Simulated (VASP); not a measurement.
Set up this calculation in VASP 6.6.1, as the native input.

```yaml
Task: single point
Functional: PBEsol
Potentials_or_basis: VASP PAW PBE potentials, release 64 (Co, Sn_d)
Cutoff: 520 eV
k_mesh: 8 × 8 × 8
Occupations: gaussian, width 0.1 eV
Spin: no spin polarisation
Dipole_correction: no
Further_INCAR_settings: ALGO = Fast; EDIFF = 1e-06; NBANDS = 46
```

The structure of CoSn2 lies in POSCAR:

```
CoSn2
1.0
   -3.1989809944      3.1989809944      2.7557916311
    3.1989809944     -3.1989809944      2.7557916311
    3.1989809944      3.1989809944     -2.7557916311
Co Sn
2 4
Direct
    0.2500000000      0.2500000000      0.0000000000
    0.7500000000      0.7500000000      0.0000000000
    0.6671446525      0.1671446525      0.8342893051
    0.1671446525      0.3328553475      0.5000000000
    0.3328553475      0.8328553475      0.1657106949
    0.8328553475      0.6671446525      0.5000000000
```

One way to write it, as run:

INCAR

```
SYSTEM = CoSn2
PREC     = Accurate       ! precision mode
ENCUT    = 520            ! plane-wave cutoff, eV
EDIFF    = 1E-6           ! SCF threshold, eV
ISMEAR   = 0              ! smearing method
SIGMA    = 0.1            ! smearing width, eV
LREAL    = .False.        ! projectors in reciprocal space
LASPH    = .True.         ! aspherical terms in the spheres
NELM     = 100            ! most SCF steps
ALGO     = Fast           ! electronic algorithm
ISIF     = 2              ! what is computed and relaxed
LWAVE    = .False.        ! write WAVECAR
LCHARG   = .False.        ! write CHGCAR
GGA      = PS             ! functional
NBANDS   = 46             ! bands
```

KPOINTS

```
regular mesh
0
Gamma
  8 8 8
  0 0 0
```

Potentials or basis: VASP PAW PBE potentials, release 64 (Co, Sn_d).

Run with:

```console
$ cat potpaw_PBE.64/Co/POTCAR potpaw_PBE.64/Sn_d/POTCAR > POTCAR
$ mpirun -np 1 vasp_std > vasp.out
```

Results of the run:

```
Pressure               : -6.0 GPa
Largest force          : 0.005 eV/Å
Band gap on the k mesh : zero (bands 37 and 38 overlap by 1.43 eV)
```

Caveat: the cell stands under tension; the PAW data sets were made with another functional, which shifts forces and pressure a little; spin-orbit coupling is left out, which moves the levels of the heavy elements; the run has no spin polarisation, though such a crystal can be magnetic.

Wall time 3 min on 1 thread of AMD EPYC 9R45 (Zen 5), with other jobs on the host, peak memory 0.36 GiB.
